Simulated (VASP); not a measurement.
# MnF2 (P4_2/mnm) in VASP: single point with PBE+U

Aim: the single point of MnF2 with PBE+U.

All numbers are computed with VASP 6.6.1; they aren't measurements. Logs are shortened: lines on timing, memory, paths and dates and some standing lists are left out, and cuts for length are marked.

**1. The cell of the first run**

The structure is tetragonal, space group P4_2/mnm (No. 136). Conventional cell: a = 4.874 Å, b = 4.874 Å, c = 3.311 Å, α = 90.00°, β = 90.00°, γ = 90.00°. Mn (site symmetry mmm) has 6 F at 2.10 to 2.13 Å within 2.8 Å. F (site symmetry m2m) has 3 Mn at 2.10 to 2.13 Å and 1 F at 2.68 Å within 2.8 Å.

**2. Single point, PBE+U, collinear spin, ferromagnetic start**

The input, INCAR:

```
PREC = Accurate
ENCUT = 520
EDIFF = 1E-6
ISMEAR = 0
SIGMA = 0.02
LREAL = False
LASPH = True
NELM = 150
ALGO = Normal
ISIF = 2
LWAVE = False
LCHARG = False
ISPIN = 2
MAGMOM = 5 5 0 0 0 0
LORBIT = 11
LMAXMIX = 4
LDAU = True
LDAUTYPE = 2
LDAUL = 2 -1
LDAUU = 4 0
LDAUJ = 0 0
LDAUPRINT = 1
GGA = PE
NBANDS = 40
```

The input, KPOINTS:

```
regular mesh
0
Gamma
  6 6 9
```

The input, POSCAR:

```
MnF2
1.0
    4.8738000000      0.0000000000      0.0000000000
    0.0000000000      4.8738000000      0.0000000000
    0.0000000000      0.0000000000      3.3107000000
Mn F
2 4
Direct
    0.0000000000      0.0000000000      0.0000000000
    0.5000000000      0.5000000000      0.5000000000
    0.3053000000      0.3053000000      0.0000000000
    0.1947000000      0.8053000000      0.5000000000
    0.6947000000      0.6947000000      0.0000000000
    0.8053000000      0.1947000000      0.5000000000
```

Potentials or basis: VASP PAW PBE potentials, release 64 (Mn_pv, F).

Started as:

```bash
$ cat potpaw_PBE.64/Mn_pv/POTCAR potpaw_PBE.64/F/POTCAR > POTCAR
$ mpirun -np 1 vasp_std > vasp.out
```

OUTCAR:

```text
PREC = Accurate
   ENCUT = 520
   EDIFF = 1E-6
   ISMEAR = 0
   LREAL = False
   LASPH = True
   NELM = 150
   ISIF = 2
   ISPIN = 2
   LORBIT = 11
   GGA = PE

 ion  position               nearest neighbor table
   1  0.000  0.000  0.000-   3 2.10   5 2.10   4 2.13   6 2.13   4 2.13   6 2.13
   2  0.500  0.500  0.500-   4 2.10   6 2.10   5 2.13   3 2.13   3 2.13   5 2.13
   3  0.305  0.305  0.000-   1 2.10   2 2.13   2 2.13
   4  0.195  0.805  0.500-   2 2.10   1 2.13   1 2.13
   5  0.695  0.695  0.000-   1 2.10   2 2.13   2 2.13
   6  0.805  0.195  0.500-   2 2.10   1 2.13   1 2.13

  LATTYP: Found a simple tetragonal cell.
 ALAT       =     4.8738000000
 C/A-ratio  =     0.6792851574

  Lattice vectors:

 A1 = (   4.8738000000,   0.0000000000,   0.0000000000)
 A2 = (   0.0000000000,   4.8738000000,   0.0000000000)
 A3 = (   0.0000000000,   0.0000000000,   3.3107000000)

Analysis of symmetry for initial positions (statically):
=====================================================================
 Subroutine PRICEL returns:
 Original cell was already a primitive cell.

 Routine SETGRP: Setting up the symmetry group for a
 simple tetragonal supercell.

 Subroutine GETGRP returns: Found 16 space group operations
 (whereof  8 operations were pure point group operations)
 out of a pool of 16 trial point group operations.

The static configuration has the point symmetry D_2h.
 The point group associated with its full space group is D_4h.

Analysis of symmetry for dynamics (positions and initial velocities):
=====================================================================
 Subroutine PRICEL returns:
 Original cell was already a primitive cell.

 Routine SETGRP: Setting up the symmetry group for a
 simple tetragonal supercell.

 Subroutine GETGRP returns: Found 16 space group operations
 (whereof  8 operations were pure point group operations)
 out of a pool of 16 trial point group operations.

The dynamic configuration has the point symmetry D_2h.
 The point group associated with its full space group is D_4h.

Analysis of structural, dynamic, and magnetic symmetry:
=====================================================================
 Subroutine PRICEL returns:
 Original cell was already a primitive cell.

 Routine SETGRP: Setting up the symmetry group for a
 simple tetragonal supercell.

 Subroutine GETGRP returns: Found 16 space group operations
 (whereof  8 operations were pure point group operations)
 out of a pool of 16 trial point group operations.

The overall configuration has the point symmetry D_2h.
 The point group associated with its full space group is D_4h.

 Subroutine INISYM returns: Found 16 space group operations
 (whereof  8 operations are pure point group operations),
 and found     1 'primitive' translations

----------------------------------------------------------------------------------------

                                     Primitive cell

  volume of cell :      78.6421

  direct lattice vectors                    reciprocal lattice vectors
     4.873800000  0.000000000  0.000000000     0.205178711  0.000000000  0.000000000
     0.000000000  4.873800000  0.000000000     0.000000000  0.205178711  0.000000000
[... 159 lines left out ...]
  o =  0.0142  v =  0.0000  0.0000  0.0000  0.0000  0.0000  0.0000 -0.7071  0.0000 -0.7071  0.0000      0.0000  0.0000  0.0000  0.0000  0.0000  0.0000  0.0000  0.0000  0.0000  0.0000
  o =  0.0570  v =  0.0000  0.0000  0.0000  0.0000  0.0000  0.0000 -0.7071  0.0000  0.7071  0.0000      0.0000  0.0000  0.0000  0.0000  0.0000  0.0000  0.0000  0.0000  0.0000  0.0000
  o =  0.0613  v =  0.0000  0.0000  0.0000  0.0000  0.0000 -0.8015 -0.0000  0.5980  0.0000  0.0000      0.0000  0.0000  0.0000  0.0000  0.0000  0.0000  0.0000  0.0000  0.0000  0.0000
  o =  0.9457  v = -0.6105  0.0000 -0.7920  0.0000 -0.0000  0.0000  0.0000  0.0000  0.0000  0.0000      0.0000  0.0000  0.0000  0.0000  0.0000  0.0000  0.0000  0.0000  0.0000  0.0000
  o =  0.9489  v =  0.0000  0.0000  0.0000  0.0000 -1.0000  0.0000  0.0000  0.0000  0.0000  0.0000      0.0000  0.0000  0.0000  0.0000  0.0000  0.0000  0.0000  0.0000  0.0000  0.0000
  o =  0.9491  v =  0.0000  0.7071  0.0000  0.7071  0.0000  0.0000  0.0000  0.0000  0.0000  0.0000      0.0000  0.0000  0.0000  0.0000  0.0000  0.0000  0.0000  0.0000  0.0000  0.0000
  o =  0.9826  v = -0.0000 -0.7071  0.0000  0.7071  0.0000  0.0000  0.0000  0.0000  0.0000  0.0000      0.0000  0.0000  0.0000  0.0000  0.0000  0.0000  0.0000  0.0000  0.0000  0.0000
  o =  0.9859  v = -0.7920  0.0000  0.6105 -0.0000 -0.0000  0.0000  0.0000  0.0000  0.0000  0.0000      0.0000  0.0000  0.0000  0.0000  0.0000  0.0000  0.0000  0.0000  0.0000  0.0000

atom =   2  type =  1  l = 2

 onsite density matrix

spin component  1

  0.9709  0.0000  0.0194  0.0000 -0.0000
  0.0000  0.9659  0.0000  0.0167  0.0000
  0.0194  0.0000  0.9607  0.0000 -0.0000
  0.0000  0.0167  0.0000  0.9659  0.0000
 -0.0000  0.0000 -0.0000  0.0000  0.9489

spin component  2

  0.0434  0.0000  0.0240  0.0000 -0.0000
  0.0000  0.0356  0.0000  0.0214  0.0000
  0.0240  0.0000  0.0292  0.0000 -0.0000
  0.0000  0.0214  0.0000  0.0356  0.0000
 -0.0000  0.0000 -0.0000  0.0000  0.0131

 occupancies and eigenvectors

  o =  0.0113  v =  0.0000  0.0000  0.0000  0.0000  0.0000 -0.5980  0.0000  0.8015  0.0000  0.0000      0.0000  0.0000  0.0000  0.0000  0.0000  0.0000  0.0000  0.0000  0.0000  0.0000
  o =  0.0131  v =  0.0000  0.0000  0.0000  0.0000  0.0000 -0.0000 -0.0000  0.0000  0.0000 -1.0000      0.0000  0.0000  0.0000  0.0000  0.0000  0.0000  0.0000  0.0000  0.0000  0.0000
  o =  0.0142  v =  0.0000  0.0000  0.0000  0.0000  0.0000  0.0000 -0.7071  0.0000  0.7071  0.0000      0.0000  0.0000  0.0000  0.0000  0.0000  0.0000  0.0000  0.0000  0.0000  0.0000
  o =  0.0570  v =  0.0000  0.0000  0.0000  0.0000  0.0000  0.0000 -0.7071  0.0000 -0.7071  0.0000      0.0000  0.0000  0.0000  0.0000  0.0000  0.0000  0.0000  0.0000  0.0000  0.0000
  o =  0.0613  v =  0.0000  0.0000  0.0000  0.0000  0.0000 -0.8015  0.0000 -0.5980  0.0000  0.0000      0.0000  0.0000  0.0000  0.0000  0.0000  0.0000  0.0000  0.0000  0.0000  0.0000
  o =  0.9457  v = -0.6105  0.0000  0.7920  0.0000 -0.0000  0.0000  0.0000  0.0000  0.0000  0.0000      0.0000  0.0000  0.0000  0.0000  0.0000  0.0000  0.0000  0.0000  0.0000  0.0000
  o =  0.9489  v =  0.0000 -0.0000 -0.0000  0.0000 -1.0000  0.0000  0.0000  0.0000  0.0000  0.0000      0.0000  0.0000  0.0000  0.0000  0.0000  0.0000  0.0000  0.0000  0.0000  0.0000
  o =  0.9491  v =  0.0000  0.7071  0.0000 -0.7071 -0.0000  0.0000  0.0000  0.0000  0.0000  0.0000      0.0000  0.0000  0.0000  0.0000  0.0000  0.0000  0.0000  0.0000  0.0000  0.0000
  o =  0.9826  v =  0.0000  0.7071  0.0000  0.7071 -0.0000  0.0000  0.0000  0.0000  0.0000  0.0000      0.0000  0.0000  0.0000  0.0000  0.0000  0.0000  0.0000  0.0000  0.0000  0.0000
  o =  0.9859  v = -0.7920  0.0000 -0.6105  0.0000  0.0000  0.0000  0.0000  0.0000  0.0000  0.0000      0.0000  0.0000  0.0000  0.0000  0.0000  0.0000  0.0000  0.0000  0.0000  0.0000

 number of electron      54.0000032 magnetization      10.0000018

 Free energy of the ion-electron system (eV)
  ---------------------------------------------------
  ext. energy  EPLUGINS =         0.00000000
  ---------------------------------------------------
  free energy    TOTEN  =       -37.80659725 eV

  energy without entropy =      -37.80659725  energy(sigma->0) =      -37.80659725

 E-fermi :   2.2481     XC(G=0):  -9.7298

 val. band max:        2.1154893993   @ k =   0.0000   0.0000   0.0000
 cond. band min:       4.5661925950   @ k =   0.0000   0.0000   0.0000
 fundamental gap:      2.4507031957
 Fermi energy:         2.2480900070

 spin component 1

 k-point     1 :       0.0000    0.0000    0.0000
  band No.  band energies     occupation
      1     -46.7640      1.00000
      2     -46.7640      1.00000
      3     -46.7069      1.00000
      4     -46.7069      1.00000
      5     -46.7016      1.00000
      6     -46.6998      1.00000
[... 2009 lines left out ...]
     38      14.4181      0.00000
     39      15.4845      0.00000

 [... further k-points ...]

 [bands above 39 left out]

------------------------ aborting loop because EDIFF is reached ----------------------------------------

  FORCE on cell =-STRESS in cart. coord.  units (eV):
  Direction    XX          YY          ZZ          XY          YZ          ZX
  --------------------------------------------------------------------------------------
  -------------------------------------------------------------------------------------
  Total        2.3140399      2.3140399      2.6116741      0.0000000      0.0000000      0.0000000
  in kB       47.1439741     47.1439741     53.2076810      0.0000000      0.0000000      0.0000000
  external PRESSURE =      49.1652097 kB  Pullay stress =       0.0000000 kB

 VOLUME and BASIS-vectors are now :
 -----------------------------------------------------------------------------
  energy-cutoff  :      520.00
  volume of cell :       78.64
      direct lattice vectors                 reciprocal lattice vectors
     4.873800000  0.000000000  0.000000000     0.205178711  0.000000000  0.000000000
     0.000000000  4.873800000  0.000000000     0.000000000  0.205178711  0.000000000
     0.000000000  0.000000000  3.310700000     0.000000000  0.000000000  0.302050926

 POSITION                                       TOTAL-FORCE (eV/Angst)
 -----------------------------------------------------------------------------------
      0.00000      0.00000      0.00000         0.000000      0.000000      0.000000
      2.43690      2.43690      1.65535         0.000000      0.000000      0.000000
      1.48797      1.48797      0.00000        -0.037728     -0.037728     -0.000000
      0.94893      3.92487      1.65535         0.037728     -0.037728      0.000000
      3.38583      3.38583      0.00000         0.037728      0.037728      0.000000
      3.92487      0.94893      1.65535        -0.037728      0.037728      0.000000
 -----------------------------------------------------------------------------------
    total drift:                                0.000000      0.000000      0.000000

  FREE ENERGIE OF THE ION-ELECTRON SYSTEM (eV)
  ---------------------------------------------------
  free  energy   TOTEN  =       -37.8065972529 eV

  energy  without entropy=      -37.8065972529  energy(sigma->0) =      -37.80659725

 total charge

# of ion       s       p       d       tot
------------------------------------------
    1        0.165   6.148   4.951  11.263
    2        0.165   6.148   4.951  11.263
    3        1.734   4.380   0.000   6.113
    4        1.734   4.380   0.000   6.113
    5        1.734   4.380   0.000   6.113
    6        1.734   4.380   0.000   6.113
--------------------------------------------------
tot          7.264  29.814   9.901  46.979

 magnetization (x)

# of ion       s       p       d       tot
------------------------------------------
    1        0.024   0.022   4.646   4.691
    2        0.024   0.022   4.646   4.691
    3        0.007   0.051   0.000   0.058
    4        0.007   0.051   0.000   0.058
    5        0.007   0.051   0.000   0.058
    6        0.007   0.051   0.000   0.058
--------------------------------------------------
tot          0.074   0.247   9.291   9.612
```

Run time: 4.4 min. Hardware: 1 thread of Intel Xeon 6975P-C, shared host; peak memory 0.36 GiB.

What came out:

- Free energy: -37.8066 eV
- Pressure: 4.9 GPa
- Largest force: 0.053 eV/Å
- Band gap on the k mesh: 2.45 eV, direct
- Net moment: 10.00 μB per cell
- Site moments: Mn +4.69; F +0.06 μB
- Valence electrons inside the program's atomic spheres: Mn 11.26; F 6.11

Forces on the atoms (eV/Å):
```
Mn   0.000  0.000  0.000
Mn   0.000  0.000  0.000
F   -0.038 -0.038  0.000
F    0.038 -0.038  0.000
F    0.038  0.038  0.000
F   -0.038  0.038  0.000
```

Stress tensor (GPa, compression positive):
```
4.71 0.00 0.00
0.00 4.71 0.00
0.00 0.00 5.32
```

Eigenvalues of the final occupation matrices:
| site | spin | trace | eigenvalues |
| --- | --- | --- | --- |
| site 1 d | 1 | 4.81 | 0.95 0.95 0.95 0.98 0.99 |
| site 1 d | 2 | 0.16 | 0.01 0.01 0.01 0.06 0.06 |
| site 2 d | 1 | 4.81 | 0.95 0.95 0.95 0.98 0.99 |
| site 2 d | 2 | 0.16 | 0.01 0.01 0.01 0.06 0.06 |

Caveat: only a ferromagnetic start was run, and an antiferromagnetic order may lie lower in energy.
